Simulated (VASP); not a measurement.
# Al2O3 (R-3c) in VASP: single point with r2SCAN

Aim: the single point of Al2O3 with r2SCAN.

All numbers are computed with VASP 6.6.1; they aren't measurements. Logs are shortened: lines on timing, memory, paths and dates and some standing lists are left out, and cuts for length are marked.

### 1 The cell of the first run

The structure is trigonal, space group R-3c (No. 167). Conventional cell: a = 4.774 Å, b = 4.774 Å, c = 13.014 Å, α = 90.00°, β = 90.00°, γ = 120.00°. Al (site symmetry 3) has 6 O at 1.86 to 1.97 Å within 2.5 Å. O (site symmetry 2) has 4 Al at 1.86 to 1.97 Å and 12 O at 2.53 to 2.88 Å within 2.9 Å.

### 2 Single point, r2SCAN

Contents of POSCAR:

```
Al2O3
1.0
    9.5478620000      0.0000000000      0.0000000000
   -4.7739310000      8.2686910000      0.0000000000
    0.0000000000      0.0000000000     13.0135760000
Al O
48 72
Direct
    0.3333330000      0.1666670000      0.1853960000
    0.3333330000      0.6666670000      0.1853960000
    0.8333330000      0.1666670000      0.1853960000
    0.8333330000      0.6666670000      0.1853960000
    0.1666670000      0.3333330000      0.0187290000
    0.1666670000      0.8333330000      0.0187290000
[... 112 lines left out ...]
    0.6666670000      0.4862600000      0.9166670000
    0.6666670000      0.9862600000      0.9166670000
```

Contents of INCAR.step1:

```
SYSTEM = Al2O3
PREC = Accurate
ENCUT = 520
ISMEAR = -1
SIGMA = 0.05
LREAL = Auto
LASPH = .TRUE.
NELM = 80
NBANDS = 354
GGA = PE
ALGO = Normal
EDIFF = 1E-4
LWAVE = .TRUE.
LCHARG = .FALSE.
```

Contents of INCAR.step2:

```
SYSTEM = Al2O3
PREC = Accurate
ENCUT = 520
EDIFF = 1E-6
ISMEAR = -1
SIGMA = 0.05
LREAL = Auto
LASPH = .TRUE.
NELM = 80
ALGO = Normal
ISIF = 2
LWAVE = .FALSE.
LCHARG = .FALSE.
METAGGA = R2SCAN
LMIXTAU = .TRUE.
NBANDS = 354
ISTART = 1
```

Contents of KPOINTS:

```
Automatic mesh
0
G
  1 1 1
  0 0 0
```

Potentials or basis: VASP PAW PBE potentials, release 64 (Al, O).

Started as:

```console
$ cat potpaw_PBE.64/Al/POTCAR potpaw_PBE.64/O/POTCAR > POTCAR
$ cp INCAR.step1 INCAR
$ mpirun -np 1 vasp_gam > vasp.out
$ cp INCAR.step2 INCAR
$ mpirun -np 1 vasp_gam > vasp.out
```

OUTCAR:

```text
SYSTEM = Al2O3
   PREC = Accurate
   ENCUT = 520
   EDIFF = 1E-6
   ISMEAR = -1
   LREAL = Auto
   LASPH = .TRUE.
   NELM = 80
   ISIF = 2
   METAGGA = R2SCAN
   ISTART = 1

 ion  position               nearest neighbor table
   1  0.333  0.167  0.185-  61 1.86  49 1.86  59 1.86  89 1.97  65 1.97  53 1.97  41 2.66  24 2.80
                            21 2.80  23 2.80   9 3.23  10 3.23  11 3.23
   2  0.333  0.667  0.185-  62 1.86  50 1.86  60 1.86  54 1.97  90 1.97  66 1.97  42 2.66  23 2.80
                            22 2.80  24 2.80  10 3.23   9 3.23  12 3.23
   3  0.833  0.167  0.185-  63 1.86  51 1.86  57 1.86  91 1.97  67 1.97  55 1.97  43 2.66  22 2.80
                            23 2.80  21 2.80  11 3.23  12 3.23   9 3.23
   4  0.833  0.667  0.185-  64 1.86  52 1.86  58 1.86  56 1.97  92 1.97  68 1.97  44 2.66  21 2.80
                            24 2.80  22 2.80  12 3.23  11 3.23  10 3.23
   5  0.167  0.333  0.019-  65 1.86  54 1.86  91 1.86 117 1.97 105 1.97  81 1.97  45 2.66  41 2.80
                            42 2.80  43 2.80  21 3.23  24 3.23  22 3.23
   6  0.167  0.833  0.019-  66 1.86  53 1.86  92 1.86 118 1.97 106 1.97  82 1.97  46 2.66  42 2.80
                            41 2.80  44 2.80  22 3.23  23 3.23  21 3.23
   7  0.667  0.333  0.019-  67 1.86  56 1.86  89 1.86 119 1.97  83 1.97 107 1.97  47 2.66  43 2.80
                            44 2.80  41 2.80  23 3.23  22 3.23  24 3.23
   8  0.667  0.833  0.019-  68 1.86  55 1.86  90 1.86 120 1.97  84 1.97 108 1.97  48 2.66  44 2.80
                            43 2.80  42 2.80  24 3.23  21 3.23  23 3.23
   9  0.167  0.333  0.315-  61 1.86  57 1.86  50 1.86 101 1.97  73 1.97  77 1.97  13 2.66  17 2.80
                            20 2.80  18 2.80   1 3.23   2 3.23   3 3.23
  10  0.167  0.833  0.315-  62 1.86  58 1.86  49 1.86 102 1.97  74 1.97  78 1.97  14 2.66  18 2.80
                            19 2.80  17 2.80   2 3.23   1 3.23   4 3.23
  11  0.667  0.333  0.315-  63 1.86  59 1.86  52 1.86 103 1.97  75 1.97  79 1.97  15 2.66  19 2.80
                            18 2.80  20 2.80   3 3.23   4 3.23   1 3.23
  12  0.667  0.833  0.315-  64 1.86  60 1.86  51 1.86 104 1.97  76 1.97  80 1.97  16 2.66  20 2.80
                            17 2.80  19 2.80   4 3.23   3 3.23   2 3.23
  13  0.167  0.333  0.519-  97 1.86  95 1.86  70 1.86 101 1.97  73 1.97  77 1.97   9 2.66  37 2.80
                            38 2.80  39 2.80  25 3.23  28 3.23  26 3.23
  14  0.167  0.833  0.519-  98 1.86  69 1.86  96 1.86 102 1.97  74 1.97  78 1.97  10 2.66  38 2.80
                            37 2.80  40 2.80  26 3.23  27 3.23  25 3.23
  15  0.667  0.333  0.519-  99 1.86  93 1.86  72 1.86 103 1.97  75 1.97  79 1.97  11 2.66  39 2.80
                            40 2.80  37 2.80  27 3.23  26 3.23  28 3.23
[... 136 lines left out ...]
 119  0.667  0.486  0.917-  44 1.86  32 1.86   7 1.97  47 1.97
 120  0.667  0.986  0.917-  43 1.86  31 1.86   8 1.97  48 1.97

  LATTYP: Found a hexagonal cell.
 ALAT       =     9.5478620000
 C/A-ratio  =     1.3629832522

  Lattice vectors:

 A1 = (   9.5478620000,   0.0000000000,   0.0000000000)
 A2 = (  -4.7739310000,   8.2686910000,   0.0000000000)
 A3 = (   0.0000000000,   0.0000000000,  13.0135760000)

Analysis of symmetry for initial positions (statically):
=====================================================================
 Subroutine PRICEL returns following result:

  LATTYP: Found a trigonal (rhomboedric) cell.
 ALAT       =     5.1394483340
 COS(alpha) =     0.5685874205

  Lattice vectors:

 A1 = (   2.3869750479,   1.3781096542,   4.3378673424)
 A2 = (  -2.3869702739,   1.3781179229,   4.3378543288)
 A3 = (  -0.0000047739,  -2.7562275771,   4.3378543288)

  12 primitive cells build up your supercell.

 Routine SETGRP: Setting up the symmetry group for a
 hexagonal supercell.

 Subroutine GETGRP returns: Found 12 space group operations
 (whereof  6 operations were pure point group operations)
 out of a pool of 24 trial point group operations.

The static configuration has the point symmetry S_6 .
 The point group associated with its full space group is D_3d.

Analysis of symmetry for dynamics (positions and initial velocities):
=====================================================================
 Subroutine PRICEL returns following result:

  LATTYP: Found a trigonal (rhomboedric) cell.
 ALAT       =     5.1394483340
 COS(alpha) =     0.5685874205

  Lattice vectors:

 A1 = (   2.3869750479,   1.3781096542,   4.3378673424)
 A2 = (  -2.3869702739,   1.3781179229,   4.3378543288)
 A3 = (  -0.0000047739,  -2.7562275771,   4.3378543288)

  12 primitive cells build up your supercell.

 Routine SETGRP: Setting up the symmetry group for a
 hexagonal supercell.

 Subroutine GETGRP returns: Found 12 space group operations
 (whereof  6 operations were pure point group operations)
 out of a pool of 24 trial point group operations.

The dynamic configuration has the point symmetry S_6 .
 The point group associated with its full space group is D_3d.

 Subroutine INISYM returns: Found 12 space group operations
 (whereof  6 operations are pure point group operations),
 and found    12 'primitive' translations

----------------------------------------------------------------------------------------

                                     Primitive cell

  volume of cell :      85.6168

  direct lattice vectors                    reciprocal lattice vectors
     2.386975048  1.378109654  4.337867342     0.209470351  0.120937764  0.076842829
    -2.386970274  1.378117923  4.337854329    -0.209470351  0.120938490  0.076842829
    -0.000004774 -2.756227577  4.337854329    -0.000000628 -0.241876616  0.076842829

  length of vectors
     5.139448334  5.139437350  5.139432910     0.253788477  0.253788823  0.253789515

  position of ions in fractional coordinates (direct lattice)
     0.852060000  0.852066000  0.852060000
     0.352062000  0.352062000  0.352062000
     0.647935000  0.647941000  0.647935000
     0.147935000  0.147941000  0.147935000
     0.555853082  0.944146918  0.249999082
     0.749997000  0.444147000  0.055853000
     0.249997000  0.555857000  0.944143000
     0.944143918  0.250002082  0.555851918
     0.444143918  0.055856082  0.749997918
     0.055850082  0.750003918  0.444142082

  ion indices of the primitive-cell ions
   primitive index   ion index
                 1           1
                 2           5
                 3          41
                 4          23
                 5          49
                 6          53
                 7          59
                 8          61
                 9          65
                10          89

----------------------------------------------------------------------------------------

 KPOINTS: Automatic mesh

Automatic generation of k-mesh.
 Grid dimensions read from file:
 generate k-points for:    1    1    1

 Generating k-lattice:

  Cartesian coordinates                     Fractional coordinates (reciprocal lattice)
     0.104735489  0.060469063  0.000000000     1.000000000 -0.000000000  0.000000000
     0.000000000  0.120938127  0.000000000     0.000000000  1.000000000  0.000000000
     0.000000000  0.000000000  0.076842829     0.000000000  0.000000000  1.000000000

  Length of vectors
     0.120938126  0.120938127  0.076842829

  Shift w.r.t. Gamma in fractional coordinates (k-lattice)
     0.000000000  0.000000000  0.000000000

 Subroutine IBZKPT returns following result:
 ===========================================

 Found      1 irreducible k-points:

 Following reciprocal coordinates:
            Coordinates               Weight
  0.000000  0.000000  0.000000      1.000000
   k-points           NKPTS =      1   k-points in BZ     NKDIM =      1   number of bands    NBANDS=    354
   number of dos      NEDOS =    301   number of ions     NIONS =    120
   total plane-waves  NPLWV = 508032
   dimension x,y,z NGX =    72 NGY =   72 NGZ =   98
   dimension x,y,z NGXF=   144 NGYF=  144 NGZF=  196
   ions per type =              48  72
   NGX,Y,Z   is equivalent  to a cutoff of  12.54, 12.54, 12.52 a.u.
   NGXF,Y,Z  is equivalent  to a cutoff of  25.07, 25.07, 25.04 a.u.
 SYSTEM =  Al2O3
   PREC   = accura    normal or accurate (medium, high low for compatibility)
   ISTART =      1    job   : 0-new  1-cont  2-samecut
   ICHARG =      0    charge: 1-file 2-atom 10-const
   ISPIN  =      1    spin polarized calculation?
   LNONCOLLINEAR =      F non collinear calculations
   LSORBIT =      F    spin-orbit coupling
   LASPH  =      T    aspherical Exc in radial PAW
   ENCUT  =  520.0 eV  38.22 Ry    6.18 a.u.  17.75 17.75 24.20*2*pi/ulx,y,z
   NELM   =     80;   NELMIN=  2; NELMDL=  0     # of ELM steps
   EDIFF  = 0.1E-05   stopping-criterion for ELM
   LREAL  =      T    real-space projection
   EDIFFG = 0.1E-04   stopping-criterion for IOM
   NSW    =      0    number of steps for IOM
   IBRION =     -1    ionic relax: 0-MD 1-quasi-New 2-CG
   NFREE  =      0    steps in history (QN), initial steepest desc. (CG)
   ISIF   =      2    stress and relaxation
   ISYM   =      2    0-nonsym 1-usesym 2-fastsym
   POTIM  = 0.5000    time-step for ionic-motion
   TEBEG  =    0.0;   TEEND  =   0.0 temperature during run
   PSTRESS=    0.0 pullay stress
   NELECT =     576.0000    total number of electrons
   NUPDOWN=      -1.0000    fix difference up-down
   EMIN   =  10.00;   EMAX   =-10.00  energy-range for DOS
   EFERMI =   0.00;   METHOD = LEGACY
   ISMEAR =    -1;   SIGMA  =   0.05  broadening in eV -4-tet -1-fermi 0-gaus
   EFERMI_NEDOS =   21; number of points for ismear=-14 and -15
   IALGO  =     38    algorithm
   IMIX   =      4    mixing-type and parameters
     AMIX     =   0.40;   BMIX     =  1.00
     AMIX_MAG =   1.60;   BMIX_MAG =  1.00
  volume/ion in A,a.u.               =       8.56        57.78
  Fermi-wavevector in a.u.,A,eV,Ry     =   1.349903  2.550946 24.793045  1.822237
  Thomas-Fermi vector in A             =   2.477451
   LORBIT       =      0    0 simple, 1 ext, 2 COOP (PROOUT), +10 PAW based schemes
   METAGGA = R2SCAN    functional components
   LHFCALC =     F    Hartree Fock is set to
   AEXX    =    0.0000 exact exchange contribution
   IVDW    =     0    specifies the selected vdW correction
   LEPSILON=     F    determine dielectric tensor
   LRPA    =     F    only Hartree local field effects (RPA)
 non-spin polarized calculation
  energy-cutoff  :      520.00
  volume of cell :     1027.40
 maximum number of plane-waves:     13780
 NGX is ok and might be reduce to    70
   NGX = 35   NGY = 35   NGZ = 49

 number of electron     575.9999846 magnetization

 Free energy of the ion-electron system (eV)
  ---------------------------------------------------
  ext. energy  EPLUGINS =         0.00000000
  ---------------------------------------------------
  free energy    TOTEN  =     -1154.80222703 eV

  energy without entropy =    -1154.80222703  energy(sigma->0) =    -1154.80222703

 E-fermi :   6.9118     XC(G=0): -12.1892

 val. band max:        5.6629539586   @ k =   0.0000   0.0000   0.0000
 cond. band min:      12.7045496950   @ k =   0.0000   0.0000   0.0000
 fundamental gap:      7.0415957364
 Fermi energy:         6.9117615166

 k-point     1 :       0.0000    0.0000    0.0000
  band No.  band energies     occupation
      1     -14.4875      2.00000
      2     -14.0229      2.00000
      3     -14.0228      2.00000
      4     -13.4664      2.00000
      5     -13.4663      2.00000
      6     -13.4663      2.00000
[... 292 lines left out ...]
    299      15.8227      0.00000
    300      15.8227      0.00000
 [bands above 300 left out]

------------------------ aborting loop because EDIFF is reached ----------------------------------------

  FORCE on cell =-STRESS in cart. coord.  units (eV):
  Direction    XX          YY          ZZ          XY          YZ          ZX
  --------------------------------------------------------------------------------------
  -------------------------------------------------------------------------------------
  Total      -16.4118549    -16.4118547    -14.3777377     -0.0000000      0.0000000      0.0000000
  in kB      -25.5934423    -25.5934420    -22.4213413     -0.0000000      0.0000000      0.0000000
  external PRESSURE =     -24.5360752 kB  Pullay stress =       0.0000000 kB

 VOLUME and BASIS-vectors are now :
 -----------------------------------------------------------------------------
  energy-cutoff  :      520.00
  volume of cell :     1027.40
      direct lattice vectors                 reciprocal lattice vectors
     9.547862000  0.000000000  0.000000000     0.104735489  0.060469063  0.000000000
    -4.773931000  8.268691000  0.000000000     0.000000000  0.120938127  0.000000000
     0.000000000  0.000000000 13.013576000     0.000000000  0.000000000  0.076842829

 POSITION                                       TOTAL-FORCE (eV/Angst)
 -----------------------------------------------------------------------------------
      2.38696      1.37812      2.41266        -0.000000      0.000000     -0.026882
     -0.00000      5.51246      2.41266        -0.000000      0.000000     -0.026882
      7.16089      1.37812      2.41266        -0.000000      0.000000     -0.026882
      4.77393      5.51246      2.41266        -0.000000      0.000000     -0.026882
      0.00000      2.75623      0.24373        -0.000000      0.000000     -0.026882
     -2.38696      6.89057      0.24373        -0.000000      0.000000     -0.026882
[... 112 lines left out ...]
      4.04387      4.02073     11.92912        -0.016822      0.029136     -0.000000
      1.65691      8.15508     11.92912        -0.016822      0.029136     -0.000000
 -----------------------------------------------------------------------------------
    total drift:                                0.022552      0.039061      0.000000

  FREE ENERGIE OF THE ION-ELECTRON SYSTEM (eV)
  ---------------------------------------------------
  free  energy   TOTEN  =     -1154.8022270339 eV

  energy  without entropy=    -1154.8022270338  energy(sigma->0) =    -1154.80222703
```

Run time: 35 min. Hardware: 1 thread of Oxide Virtual Turin-like, shared host; peak memory 1.1 GiB.

What came out:

```yaml
Free_energy: -1154.8022 eV
Pressure: -2.5 GPa
Largest_force: 0.034 eV/Å
Band_gap_on_the_k_mesh: 7.04 eV
```

Forces in eV/Å, atoms in the order of the input:
```
Al   0.000  0.000 -0.027
Al   0.000  0.000 -0.027
Al   0.000  0.000 -0.027
Al   0.000  0.000 -0.027
Al   0.000  0.000 -0.027
Al   0.000  0.000 -0.027
Al   0.000  0.000 -0.027
Al   0.000  0.000 -0.027
Al   0.000  0.000  0.027
Al   0.000  0.000  0.027
Al   0.000  0.000  0.027
Al   0.000  0.000  0.027
Al   0.000  0.000 -0.027
Al   0.000  0.000 -0.027
Al   0.000  0.000 -0.027
Al   0.000  0.000 -0.027
Al   0.000  0.000 -0.027
Al   0.000  0.000 -0.027
Al   0.000  0.000 -0.027
Al   0.000  0.000 -0.027
Al   0.000  0.000  0.027
Al   0.000  0.000  0.027
Al   0.000  0.000  0.027
Al   0.000  0.000  0.027
Al   0.000  0.000  0.027
Al   0.000  0.000  0.027
Al   0.000  0.000  0.027
Al   0.000  0.000  0.027
Al   0.000  0.000 -0.027
Al   0.000  0.000 -0.027
Al   0.000  0.000 -0.027
Al   0.000  0.000 -0.027
Al   0.000  0.000 -0.027
Al   0.000  0.000 -0.027
Al   0.000  0.000 -0.027
Al   0.000  0.000 -0.027
Al   0.000  0.000  0.027
Al   0.000  0.000  0.027
Al   0.000  0.000  0.027
Al   0.000  0.000  0.027
Al   0.000  0.000  0.027
Al   0.000  0.000  0.027
Al   0.000  0.000  0.027
Al   0.000  0.000  0.027
Al   0.000  0.000  0.027
Al   0.000  0.000  0.027
Al   0.000  0.000  0.027
Al   0.000  0.000  0.027
O    0.034  0.000  0.000
O    0.034  0.000  0.000
O    0.034  0.000  0.000
O    0.034  0.000  0.000
O    0.017 -0.029  0.000
O    0.017 -0.029  0.000
O    0.017 -0.029  0.000
O    0.017 -0.029  0.000
O   -0.017  0.029  0.000
O   -0.017  0.029  0.000
O   -0.017  0.029  0.000
O   -0.017  0.029  0.000
O   -0.017 -0.029  0.000
O   -0.017 -0.029  0.000
O   -0.017 -0.029  0.000
O   -0.017 -0.029  0.000
O   -0.034  0.000  0.000
O   -0.034  0.000  0.000
O   -0.034  0.000  0.000
O   -0.034  0.000  0.000
O   -0.017 -0.029  0.000
O   -0.017 -0.029  0.000
O   -0.017 -0.029  0.000
O   -0.017 -0.029  0.000
O    0.017 -0.029  0.000
O    0.017 -0.029  0.000
O    0.017 -0.029  0.000
O    0.017 -0.029  0.000
O   -0.034  0.000  0.000
O   -0.034  0.000  0.000
O   -0.034  0.000  0.000
O   -0.034  0.000  0.000
O   -0.017 -0.029  0.000
O   -0.017 -0.029  0.000
O   -0.017 -0.029  0.000
O   -0.017 -0.029  0.000
O    0.017 -0.029  0.000
O    0.017 -0.029  0.000
O    0.017 -0.029  0.000
O    0.017 -0.029  0.000
O    0.017  0.029  0.000
O    0.017  0.029  0.000
O    0.017  0.029  0.000
O    0.017  0.029  0.000
O    0.034  0.000  0.000
O    0.034  0.000  0.000
O    0.034  0.000  0.000
O    0.034  0.000  0.000
O   -0.017  0.029  0.000
O   -0.017  0.029  0.000
O   -0.017  0.029  0.000
O   -0.017  0.029  0.000
O    0.017  0.029  0.000
O    0.017  0.029  0.000
O    0.017  0.029  0.000
O    0.017  0.029  0.000
O    0.034  0.000  0.000
O    0.034  0.000  0.000
O    0.034  0.000  0.000
O    0.034  0.000  0.000
O   -0.034  0.000  0.000
O   -0.034  0.000  0.000
O   -0.034  0.000  0.000
O   -0.034  0.000  0.000
O    0.017  0.029  0.000
O    0.017  0.029  0.000
O    0.017  0.029  0.000
O    0.017  0.029  0.000
O   -0.017  0.029  0.000
O   -0.017  0.029  0.000
O   -0.017  0.029  0.000
O   -0.017  0.029  0.000
```

Levels at points of the mesh, in eV from the valence-band top:
```csv
k point,band 286,band 287,band 288,band 289,band 290,band 291
"(0.00, 0.00, 0.00)",-0.05,-0.05,0.00,7.04,8.56,8.56
```

Caveat: the k points lie up to 0.76 Å⁻¹ apart; the PAW data sets were made with another functional, which shifts forces and pressure a little; an odd mesh through Γ misses points on the zone boundary, where band edges can lie.
